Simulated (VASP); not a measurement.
## BaZrO3: single point with PBE+D3(BJ)

Crystal: BaZrO3.

```xyz
5
Lattice="4.1058 0.0000 0.0000 0.0000 4.1058 0.0000 0.0000 0.0000 4.1058" Properties=species:S:1:pos:R:3 pbc="T T T"
Ba    0.0000    0.0000    0.0000
Zr    2.0529    2.0529    2.0529
O     0.0000    2.0529    2.0529
O     2.0529    0.0000    2.0529
O     2.0529    2.0529    0.0000
```

```json
{
  "Program": "VASP 6.6.1",
  "Task": "single point",
  "Functional": "PBE",
  "Dispersion": "D3(BJ)",
  "Potentials or basis": "VASP PAW PBE potentials, release 64 (Ba_sv, Zr_sv, O)",
  "Cutoff": "520 eV",
  "k mesh": "6 × 6 × 6",
  "Occupations": "methfessel-paxton, width 0.1 eV",
  "Spin": "no spin polarisation"
}
```

| Quantity | Value |
| --- | --- |
| Pressure | 14.1 GPa |
| Band gap on the k mesh | 3.32 eV, indirect (least direct gap 3.46 eV) |
| Dispersion energy per atom | -0.262 eV |

Levels at points of the mesh, in eV from the valence-band top:
| k point | band 18 | band 19 | band 20 | band 21 | band 22 | band 23 |
| --- | --- | --- | --- | --- | --- | --- |
| (0.00, 0.00, 0.00) | -0.14 | -0.14 | -0.14 | 3.32 | 3.32 | 3.32 |
| (0.50, 0.00, 0.00) | -1.82 | -0.34 | -0.34 | 3.83 | 6.13 | 6.13 |
| (0.50, 0.50, 0.00) | -0.92 | -0.62 | -0.09 | 6.08 | 6.08 | 6.81 |
| (0.50, 0.50, 0.50) | 0.00 | 0.00 | 0.00 | 6.23 | 6.23 | 6.23 |

Run time: 41 s on 1 thread of Intel Xeon 8259CL, with other jobs on the host, peak memory 0.21 GiB.

Caveat: three body term missing; spin-orbit coupling is left out, which moves the levels of the heavy elements. A k mesh can miss the band edges.
